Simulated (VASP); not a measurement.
Crystal: In3GaP4.

```xyz
8
Lattice="3.9308 0.0000 0.0000 0.0000 3.9308 0.0000 0.0000 0.0000 10.5919" Properties=species:S:1:pos:R:3 pbc="T T T"
In    0.0000    0.0000    7.8964
In    1.9654    1.9654    0.0000
In    0.0000    0.0000    2.6956
Ga    1.9654    1.9654    5.2960
P     0.0000    0.0000    0.0000
P     1.9654    1.9654    2.8522
P     0.0000    0.0000    5.2960
P     1.9654    1.9654    7.7398
```

- Program: VASP 6.6.1
- Task: relaxation of cell and atoms
- Functional: PBE
- Potentials or basis: VASP PAW PBE potentials, release 64 (In_d, Ga_d, P)
- Cutoff: 600 eV
- k mesh: 10 × 10 × 4
- Occupations: gaussian, width 0.1 eV
- Spin: no spin polarisation

At the start: pressure 0.1 GPa; volume 20.46 Å³/atom.

Problem. How do energy, volume and symmetry change on relaxing?

Solution. Over 11 steps the energy falls by 11.5 meV/atom and the volume is 20.36 Å³/atom (-0.5 %); space group P4/mmm (No. 123, to 0.1 Å) before and after.

The path:
| step | energy change (eV) | largest force (eV/Å) | pressure (GPa) | volume (Å³) |
| --- | --- | --- | --- | --- |
| 1 | 0.0000 | 0.2157 | 0.15 | 163.66 |
| 2 | -0.0821 | 0.1097 | -0.45 | 164.04 |
| 3 | -0.0869 | 0.0805 | -0.55 | 164.14 |
| 4 | -0.0893 | 0.0780 | 0.22 | 162.40 |
| 5 | -0.0896 | 0.0788 | 0.06 | 162.78 |
| 6 | -0.0903 | 0.0636 | 0.06 | 162.76 |
| 7 | -0.0912 | 0.0403 | 0.05 | 162.72 |
| 8 | -0.0914 | 0.0088 | 0.05 | 162.66 |
| 9 | -0.0915 | 0.0176 | 0.05 | 162.69 |
| 10 | -0.0917 | 0.0112 | -0.08 | 162.94 |
| 11 | -0.0917 | 0.0044 | -0.04 | 162.87 |

Final structure:
```xyz
8
Lattice="3.8682 0.0000 0.0000 0.0000 3.8682 0.0000 0.0000 0.0000 10.8851" Properties=species:S:1:pos:R:3 pbc="T T T"
In    0.0000    0.0000    8.1300
In    1.9341    1.9341    0.0000
In    0.0000    0.0000    2.7552
Ga    1.9341    1.9341    5.4426
P     0.0000    0.0000    0.0000
P     1.9341    1.9341    2.8892
P     0.0000    0.0000    5.4426
P     1.9341    1.9341    7.9959
```

Caveat: spin-orbit coupling is left out, which moves the levels of the heavy elements.
